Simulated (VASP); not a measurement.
# KF (Pm-3m) in VASP: G0W0 quasiparticle levels with r2SCAN

Aim: the G0W0 quasiparticle levels of KF with r2SCAN.

All numbers are computed with VASP 6.6.1; they aren't measurements. Logs are shortened: lines on timing, memory, paths and dates and some standing lists are left out, and cuts for length are marked.

## (1) The cell of the first run

Symmetry: Pm-3m, No. 221, cubic system. Conventional cell: a = 3.179 Å, b = 3.179 Å, c = 3.179 Å, α = 90.00°, β = 90.00°, γ = 90.00°. K (site symmetry m-3m) has 8 F at 2.75 Å and 6 K at 3.18 Å within 3.6 Å. Within 3.6 Å of F (site symmetry m-3m) lie 8 K at 2.75 Å and 6 F at 3.18 Å.

## (2) G0W0 quasiparticle levels, r2SCAN

The input, POSCAR:

```
KF
1.0
    3.1788706666      0.0000000000      0.0000000000
    0.0000000000      3.1788706666      0.0000000000
    0.0000000000      0.0000000000      3.1788706666
K F
1 1
Direct
    0.0000000000      0.0000000000      0.0000000000
    0.5000000000      0.5000000000      0.5000000000
```

The input, INCAR.step1:

```
SYSTEM = KF
PREC     = Accurate       ! precision mode
ENCUT    = 500            ! plane-wave cutoff, eV
EDIFF    = 1E-8           ! SCF threshold, eV
ISMEAR   = 0              ! smearing method
SIGMA    = 0.01           ! smearing width, eV
LREAL    = .False.        ! projectors in reciprocal space
LASPH    = .True.         ! aspherical terms in the spheres
NELM     = 100            ! most SCF steps
ALGO     = Normal         ! electronic algorithm
LWAVE    = .True.         ! write WAVECAR
LCHARG   = .False.        ! write CHGCAR
METAGGA  = R2SCAN         ! meta-GGA
LMIXTAU  = .True.
```

The input, INCAR.step2:

```
SYSTEM = KF
PREC     = Accurate       ! precision mode
ENCUT    = 500            ! plane-wave cutoff, eV
EDIFF    = 1E-8           ! SCF threshold, eV
ISMEAR   = 0              ! smearing method
SIGMA    = 0.01           ! smearing width, eV
LREAL    = .False.        ! projectors in reciprocal space
LASPH    = .True.         ! aspherical terms in the spheres
NELM     = 1              ! most SCF steps
ALGO     = Exact          ! electronic algorithm
LWAVE    = .True.         ! write WAVECAR
LCHARG   = .False.        ! write CHGCAR
METAGGA  = R2SCAN         ! meta-GGA
LMIXTAU  = .True.       
NBANDS   = 128            ! bands
LOPTICS  = .True.         ! frequency-dependent dielectric function
ISTART   = 1
```

The input, INCAR.step3:

```
SYSTEM = KF
PREC     = Accurate       ! precision mode
ENCUT    = 500            ! plane-wave cutoff, eV
EDIFF    = 1E-8           ! SCF threshold, eV
ISMEAR   = 0              ! smearing method
SIGMA    = 0.01           ! smearing width, eV
LREAL    = .False.        ! projectors in reciprocal space
LASPH    = .True.         ! aspherical terms in the spheres
ALGO     = EVGW0          ! electronic algorithm
LWAVE    = .False.        ! write WAVECAR
LCHARG   = .False.        ! write CHGCAR
METAGGA  = R2SCAN         ! meta-GGA
LMIXTAU  = .True.       
NELMGW   = 1            
NBANDS   = 128            ! bands
ENCUTGW  = 140.0          ! cutoff of the response function
NOMEGA   = 96             ! frequency points
PRECFOCK = Fast         
ISTART   = 1            
NBANDSGW = 16           
OMEGAMAX = 20
```

The input, KPOINTS:

```
Automatic mesh
0
Gamma
  4 4 4
  0 0 0
```

Potentials or basis: VASP PAW PBE potentials, release 64 (K_sv_GW, F_GW).

The run is started by

```
cat potpaw_PBE.64/K_sv_GW/POTCAR potpaw_PBE.64/F_GW/POTCAR > POTCAR
cp INCAR.step1 INCAR
mpirun -np 1 vasp_std > vasp.out
cp INCAR.step2 INCAR
mpirun -np 1 vasp_std > vasp.out
cp INCAR.step3 INCAR
mpirun -np 1 vasp_std > vasp.out
```

OUTCAR:

```text
SYSTEM = KF
   PREC = Accurate
   ENCUT = 500
   EDIFF = 1E-8
   ISMEAR = 0
   LREAL = .False.
   LASPH = .True.
   METAGGA = R2SCAN
   NELMGW = 1
   ENCUTGW = 140.0
   PRECFOCK = Fast
   ISTART = 1

 ion  position               nearest neighbor table
   1  0.000  0.000  0.000-
   2  0.500  0.500  0.500-

  LATTYP: Found a simple cubic cell.
 ALAT       =     3.1788706666

  Lattice vectors:

 A1 = (   3.1788706666,   0.0000000000,   0.0000000000)
 A2 = (   0.0000000000,   3.1788706666,   0.0000000000)
 A3 = (   0.0000000000,   0.0000000000,   3.1788706666)

Analysis of symmetry for initial positions (statically):
=====================================================================
 Subroutine PRICEL returns:
 Original cell was already a primitive cell.

 Routine SETGRP: Setting up the symmetry group for a
 simple cubic supercell.

 Subroutine GETGRP returns: Found 48 space group operations
 (whereof 48 operations were pure point group operations)
 out of a pool of 48 trial point group operations.

The static configuration has the point symmetry O_h .

Analysis of symmetry for dynamics (positions and initial velocities):
=====================================================================
 Subroutine PRICEL returns:
 Original cell was already a primitive cell.

 Routine SETGRP: Setting up the symmetry group for a
 simple cubic supercell.

 Subroutine GETGRP returns: Found 48 space group operations
 (whereof 48 operations were pure point group operations)
 out of a pool of 48 trial point group operations.

The dynamic configuration has the point symmetry O_h .

 Subroutine INISYM returns: Found 48 space group operations
 (whereof 48 operations are pure point group operations),
 and found     1 'primitive' translations

----------------------------------------------------------------------------------------

                                     Primitive cell

  volume of cell :      32.1232

  direct lattice vectors                    reciprocal lattice vectors
     3.178870667  0.000000000  0.000000000     0.314577127  0.000000000  0.000000000
     0.000000000  3.178870667  0.000000000     0.000000000  0.314577127  0.000000000
     0.000000000  0.000000000  3.178870667     0.000000000  0.000000000  0.314577127

  length of vectors
     3.178870667  3.178870667  3.178870667     0.314577127  0.314577127  0.314577127

  position of ions in fractional coordinates (direct lattice)
     0.000000000  0.000000000  0.000000000
     0.500000000  0.500000000  0.500000000

  ion indices of the primitive-cell ions
   primitive index   ion index
                 1           1
                 2           2

----------------------------------------------------------------------------------------

 KPOINTS: Automatic mesh

Automatic generation of k-mesh.
 Grid dimensions read from file:
 generate k-points for:    4    4    4

 Generating k-lattice:

  Cartesian coordinates                     Fractional coordinates (reciprocal lattice)
     0.078644282  0.000000000  0.000000000     0.250000000  0.000000000  0.000000000
     0.000000000  0.078644282  0.000000000     0.000000000  0.250000000  0.000000000
     0.000000000  0.000000000  0.078644282     0.000000000  0.000000000  0.250000000

  Length of vectors
     0.078644282  0.078644282  0.078644282

  Shift w.r.t. Gamma in fractional coordinates (k-lattice)
     0.000000000  0.000000000  0.000000000

 Subroutine IBZKPT returns following result:
 ===========================================

 Found     10 irreducible k-points:

 Following reciprocal coordinates:
            Coordinates               Weight
  0.000000  0.000000  0.000000      1.000000
  0.250000  0.000000  0.000000      6.000000
  0.500000  0.000000  0.000000      3.000000
  0.250000  0.250000  0.000000     12.000000
  0.500000  0.250000  0.000000     12.000000
  0.500000  0.500000  0.000000      3.000000
  0.250000  0.250000  0.250000      8.000000
  0.500000  0.250000  0.250000     12.000000
  0.500000  0.500000  0.250000      6.000000
  0.500000  0.500000  0.500000      1.000000
   k-points           NKPTS =     10   k-points in BZ     NKDIM =     64   number of bands    NBANDS=    128
   number of dos      NEDOS =    301   number of ions     NIONS =      2
   total plane-waves  NPLWV =  13824
   dimension x,y,z NGX =    24 NGY =   24 NGZ =   24
   dimension x,y,z NGXF=    48 NGYF=   48 NGZF=   48
   ions per type =               1   1
   NGX,Y,Z   is equivalent  to a cutoff of  12.55, 12.55, 12.55 a.u.
   NGXF,Y,Z  is equivalent  to a cutoff of  25.10, 25.10, 25.10 a.u.
 SYSTEM =  KF
   PREC   = accura    normal or accurate (medium, high low for compatibility)
   ISTART =      1    job   : 0-new  1-cont  2-samecut
   ICHARG =      0    charge: 1-file 2-atom 10-const
   ISPIN  =      1    spin polarized calculation?
   LNONCOLLINEAR =      F non collinear calculations
   LSORBIT =      F    spin-orbit coupling
   LASPH  =      T    aspherical Exc in radial PAW
   ENCUT  =  500.0 eV  36.75 Ry    6.06 a.u.   5.80  5.80  5.80*2*pi/ulx,y,z
   NELM   =     60;   NELMIN=  2; NELMDL=  0     # of ELM steps
   EDIFF  = 0.1E-07   stopping-criterion for ELM
   LREAL  =      F    real-space projection
   EDIFFG = 0.1E-06   stopping-criterion for IOM
   NSW    =      0    number of steps for IOM
   IBRION =     -1    ionic relax: 0-MD 1-quasi-New 2-CG
   NFREE  =      0    steps in history (QN), initial steepest desc. (CG)
   ISIF   =      0    stress and relaxation
   ISYM   =      3    0-nonsym 1-usesym 2-fastsym
   POTIM  = 0.5000    time-step for ionic-motion
   TEBEG  =    0.0;   TEEND  =   0.0 temperature during run
   PSTRESS=    0.0 pullay stress
   NELECT =      16.0000    total number of electrons
   NUPDOWN=      -1.0000    fix difference up-down
   EMIN   =  10.00;   EMAX   =-10.00  energy-range for DOS
   EFERMI =   0.00;   METHOD = LEGACY
   ISMEAR =     0;   SIGMA  =   0.01  broadening in eV -4-tet -1-fermi 0-gaus
   EFERMI_NEDOS =   21; number of points for ismear=-14 and -15
   IALGO  =     38    algorithm
   IMIX   =      4    mixing-type and parameters
     AMIX     =   0.40;   BMIX     =  1.00
     AMIX_MAG =   1.60;   BMIX_MAG =  1.00
  volume/ion in A,a.u.               =      16.06       108.39
  Fermi-wavevector in a.u.,A,eV,Ry     =   1.297703  2.452303 22.912660  1.684033
  Thomas-Fermi vector in A             =   2.429078
   LORBIT       =      0    0 simple, 1 ext, 2 COOP (PROOUT), +10 PAW based schemes
   METAGGA = R2SCAN    functional components
   LHFCALC =     T    Hartree Fock is set to
   PRECFOCK=fast      Normal, Fast or Accurate (Low or Medium for compatibility)
   ENCUT4O =  -1.0   cutoff for four orbital integrals eV
   NKREDX  =     1    reduce k-point grid by
   NKREDY  =     1    reduce k-point grid by
   NKREDZ  =     1    reduce k-point grid by
   AEXX    =    1.0000 exact exchange contribution
   HFSCREEN=    0.0000 screening length (either q_TF or 0.3 A-1)
   HFSCREENC=   0.0000 screening length for correlation (either q_TF or 0.3 A-1)
   ENCUTFOCK=  -1.0 apply spherical cutoff to Coloumb kernel
   IVDW    =     0    specifies the selected vdW correction
   LEPSILON=     F    determine dielectric tensor
   LRPA    =     F    only Hartree local field effects (RPA)
   LRPAFORCE           =     F    calculate RPA forces
   ENCUTGW             = 140.0    cutoff for response function in eV
   ENCUTGWSOFT         = 112.0    soft cutoff for Coulomb kernel in GW response function in eV
   ENCUTLF             =  -1.0    cutoff for local field effects
   NELMGW              =     1    number of iterations in solving QP/BSE equation
   NELMHF              =     1    number of iterations in the inner HF iteration
   NKREDLFX            =     1    NKREDLFY  =   1   NKREDLFZ  =   1
 non-spin polarized calculation
 Gauss-broadening in eV      SIGMA  =   0.01
  energy-cutoff  :      500.00
  volume of cell :       32.12
 maximum number of plane-waves:       840
 NGX is ok and might be reduce to    24
  NGX = 14; NGY = 14; NGZ = 14
   NGX = 11   NGY = 11   NGZ = 11
 maximum number of plane-waves:       136
 NGX is ok and might be reduce to    14

 QP shifts <psi_nk| G(iteration)W_0 |psi_nk>: iteration 1
 for sc-GW calculations column KS-energies equals QP-energies in previous step
 and V_xc(KS)=  KS-energies - (<T + V_ion + V_H > + <T+V_H+V_ion>^1  + <V_x>^1)

 k-point   1 :       0.0000    0.0000    0.0000
  band No.  KS-energies  QP-energies   sigma(KS)   V_xc(KS)     V^pw_x(r,r')   Z            occupation Imag(sigma)

      1     -27.3412     -28.5907     -21.6651     -19.7148     -30.6286       0.6407       2.0000       0.4070
      2     -19.6165     -21.7912     -28.1830     -24.8708     -37.0234       0.6566       2.0000       0.4113
      3      -9.4995     -12.4359     -22.2328     -18.7769     -24.9836       0.8497       2.0000       0.0451
      4      -9.4995     -12.4359     -22.2328     -18.7769     -24.9836       0.8497       2.0000       0.0451
      5      -9.4995     -12.4359     -22.2328     -18.7769     -24.9836       0.8497       2.0000       0.0451
      6       0.4333      -1.4842     -25.1730     -22.7919     -29.8608       0.8053       2.0000       0.0474
[... 8 lines left out ...]
     15      23.6575      25.8162      -7.6947     -10.1701      -3.7326       0.8721       0.0000      -0.2082
     16      23.6575      25.8162      -7.6947     -10.1701      -3.7326       0.8721       0.0000      -0.2082

 k-point   2 :       0.2500    0.0000    0.0000
  band No.  KS-energies  QP-energies   sigma(KS)   V_xc(KS)     V^pw_x(r,r')   Z            occupation Imag(sigma)

      1     -27.2583     -28.5219     -21.7398     -19.7825     -30.6685       0.6456       2.0000       0.4047
      2     -19.6438     -21.7922     -28.1179     -24.8104     -36.9664       0.6496       2.0000       0.4110
      3      -9.9149     -12.8761     -21.9516     -18.4432     -24.7303       0.8440       2.0000       0.0501
      4      -9.4304     -12.3760     -22.2955     -18.8486     -25.0238       0.8546       2.0000       0.0400
      5      -9.4304     -12.3760     -22.2955     -18.8486     -25.0238       0.8546       2.0000       0.0400
      6      -0.2473      -2.2965     -23.7775     -21.2143     -28.2767       0.7995       2.0000       0.0446
[... 8 lines left out ...]
     15      20.6015      22.6635      -9.5661     -12.0368      -5.4966       0.8346       0.0000      -0.1320
     16      20.6290      21.8224      -6.2839      -7.6653      -2.5189       0.8639       0.0000      -0.1048

 k-point   3 :       0.5000    0.0000    0.0000
  band No.  KS-energies  QP-energies   sigma(KS)   V_xc(KS)     V^pw_x(r,r')   Z            occupation Imag(sigma)

      1     -27.1729     -28.4497     -21.8161     -19.8545     -30.7112       0.6509       2.0000       0.4017
      2     -19.6757     -21.8003     -28.0370     -24.7334     -36.8921       0.6431       2.0000       0.4100
      3     -10.2920     -13.2941     -21.7580     -18.2001     -24.5736       0.8438       2.0000       0.0554
      4      -9.3595     -12.3053     -22.3610     -18.9239     -25.0661       0.8570       2.0000       0.0344
      5      -9.3595     -12.3053     -22.3610     -18.9239     -25.0661       0.8570       2.0000       0.0344
      6      -0.8225      -2.9866     -22.8693     -20.1561     -27.2919       0.7976       2.0000       0.0496
[... 114 lines left out ...]
      1     -26.9786     -28.2771     -22.0005     -20.0229     -30.8346       0.6566       2.0000       0.4057
      2     -19.4894     -21.6164     -28.4190     -25.1040     -37.2605       0.6417       2.0000       0.3795
      3     -10.3129     -13.3208     -21.5749     -17.9831     -24.3869       0.8375       2.0000       0.0571
      4     -10.3129     -13.3208     -21.5749     -17.9831     -24.3869       0.8375       2.0000       0.0571
      5      -9.7400     -12.7104     -22.0493     -18.5486     -24.7741       0.8485       2.0000       0.0374
      6      -0.4176      -2.4917     -23.7330     -21.1327     -28.2490       0.7977       2.0000       0.0459
[... 8 lines left out ...]
     15      17.3078      18.6238      -8.4858     -10.0278      -4.7675       0.8534       0.0000      -0.0462
     16      20.2257      22.8235      -9.4623     -12.5235      -5.3926       0.8486       0.0000      -0.0762

 k-point  10 :       0.5000    0.5000    0.5000
  band No.  KS-energies  QP-energies   sigma(KS)   V_xc(KS)     V^pw_x(r,r')   Z            occupation Imag(sigma)

      1     -26.9164     -28.2248     -22.0622     -20.0763     -30.8743       0.6589       2.0000       0.4050
      2     -19.4439     -21.5609     -28.4984     -25.1823     -37.3316       0.6384       2.0000       0.3707
      3     -10.1843     -13.2116     -21.7159     -18.1390     -24.4703       0.8464       2.0000       0.0470
      4     -10.1843     -13.2116     -21.7159     -18.1390     -24.4703       0.8464       2.0000       0.0470
      5     -10.1843     -13.2116     -21.7159     -18.1390     -24.4703       0.8464       2.0000       0.0470
      6      -0.6881      -2.8039     -23.1692     -20.5156     -27.6565       0.7974       2.0000       0.0486
[... 8 lines left out ...]
     15      17.6072      18.6720      -7.5125      -8.7640      -3.7590       0.8508       0.0000      -0.0376
     16      17.6072      18.6720      -7.5125      -8.7640      -3.7590       0.8508       0.0000      -0.0376
```

Wall time 2.1 min (1 thread of AMD EPYC 9R45 (Zen 5), shared host); peak memory 0.29 GiB.

What came out:

```
Quasiparticle gap                                   : 10.68 eV
Least direct quasiparticle gap                      : 10.72 eV
Band gap of the starting levels on the mesh         : 7.74 eV
Least direct gap of the starting levels on the mesh : 7.77 eV
```

Caveat: the k points lie up to 0.49 Å⁻¹ apart; bands, screening cutoff and mesh are small and nothing is extrapolated, so the quasiparticle values aren't converged; the structure was generated, so it needn't be the stable form of KF.
